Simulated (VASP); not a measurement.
AlN: relaxation of cell and atoms with r2SCAN

Crystal: AlN.

```
CELL_PARAMETERS angstrom
0.00000 2.20159 2.20159
2.20159 0.00000 2.20159
2.20159 2.20159 0.00000
ATOMIC_POSITIONS crystal
Al 0.00000 0.00000 0.00000
N 0.75000 0.75000 0.75000
```

* Program: VASP 6.6.1
* Task: relaxation of cell and atoms
* Functional: r2SCAN
* Potentials or basis: VASP PAW PBE potentials, release 64 (Al, N)
* Cutoff: 600 eV
* k mesh: 10 × 10 × 10
* Occupations: fermi-dirac, width 0.02 eV
* Spin: no spin polarisation
* Dipole correction: no
* Further INCAR settings: ALGO = Normal; EDIFF = 1e-07; IBRION = 2; EDIFFG = -0.005; NSW = 80; ISIF = 3

```
Relaxed volume                        : 10.41 Å³/atom
Relaxed cell                          : a = 3.088 Å, b = 3.088 Å, c = 3.088 Å, α = 60.00°, β = 60.00°, γ = 60.00°
Space group after relaxing (to 0.1 Å) : F-43m (No. 216)
Energy gained by relaxing             : 4.0 meV/atom
Ionic steps                           : 4
Pressure after relaxing               : 0.0 GPa
Band gap on the k mesh                : 3.94 eV (least direct gap 4.90 eV)
```

Step by step:
| step | energy change (eV) | largest force (eV/Å) | pressure (GPa) | volume (Å³) |
| --- | --- | --- | --- | --- |
| 1 | 0.0000 | 0.0000 | -4.94 | 21.34 |
| 2 | -0.0001 | 0.0000 | 5.24 | 20.34 |
| 3 | -0.0080 | 0.0000 | -0.08 | 20.83 |
| 4 | -0.0080 | 0.0000 | 0.02 | 20.82 |

Final structure:
```yaml
crystal:
  lattice:
    - [0.00000, 2.18364, 2.18364]
    - [2.18364, 0.00000, 2.18364]
    - [2.18364, 2.18364, 0.00000]
  atoms:
    - { symbol: Al, position: [0.00000, 0.00000, 0.00000] }
    - { symbol: N, position: [0.75000, 0.75000, 0.75000] }
```

Levels at points of the mesh, in eV from the valence-band top:
```csv
k point,band 1,band 2,band 3,band 4,band 5,band 6,band 7,band 8
"(0.00, 0.00, 0.00)",-15.75,0.00,0.00,0.00,4.90,13.53,13.53,13.53
"(0.50, 0.00, 0.00)",-13.73,-5.90,-0.49,-0.49,8.22,10.83,11.95,11.95
"(0.50, 0.50, 0.00)",-13.10,-4.95,-1.81,-1.81,3.93,9.48,15.21,16.96
```

Run time: 5.5 min on 1 thread of Intel Xeon 8259CL, on a shared host, peak memory 0.17 GiB.

Caveat: the PAW data sets were made with another functional, which shifts forces and pressure a little. A k mesh can miss the band edges.
